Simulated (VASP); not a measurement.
A run of VASP 6.6.1:

File INCAR:

```
SYSTEM = LiH
PREC     = Accurate       ! precision mode
ENCUT    = 600            ! plane-wave cutoff, eV
EDIFF    = 1E-6           ! SCF threshold, eV
ISMEAR   = -1             ! smearing method
SIGMA    = 0.02           ! smearing width, eV
LREAL    = .FALSE.        ! projectors in reciprocal space
LASPH    = .TRUE.         ! aspherical terms in the spheres
NELM     = 60             ! most SCF steps
ALGO     = Normal         ! electronic algorithm
ISIF     = 3              ! what is computed and relaxed
LWAVE    = .FALSE.        ! write WAVECAR
LCHARG   = .FALSE.        ! write CHGCAR
IBRION   = 2              ! ionic algorithm
NSW      = 80             ! ionic steps
EDIFFG   = -0.005         ! ionic threshold
```

KPOINTS

```
regular mesh
0
G
  10 10 10
  0 0 0
```

The input POSCAR:

```
LiH
1.0
    0.0000000000      2.1433375124      2.1433375124
    2.1433375124      0.0000000000      2.1433375124
    2.1433375124      2.1433375124      0.0000000000
Li H
1 1
Direct
    0.0000000000      0.0000000000      0.0000000000
    0.2500000000      0.2500000000      0.2500000000
```

Potentials or basis: VASP PAW LDA potentials, release 64 (Li_sv, H).

The run is started by

```bash
$ cat potpaw_LDA.64/Li_sv/POTCAR potpaw_LDA.64/H/POTCAR > POTCAR
$ mpirun -np 1 vasp_std > vasp.out
```

Hardware: 1 thread of Intel(R) Xeon(R) Platinum 8488C (Sapphire Rapids), on a shared host.

Task: How long does it take, and how much memory?

Result: Wall time 9.6 s on 1 thread of Intel(R) Xeon(R) Platinum 8488C (Sapphire Rapids) (shared host), peak memory 0.12 GiB. Counts: scf iterations 27, k points 47, ion steps 4.
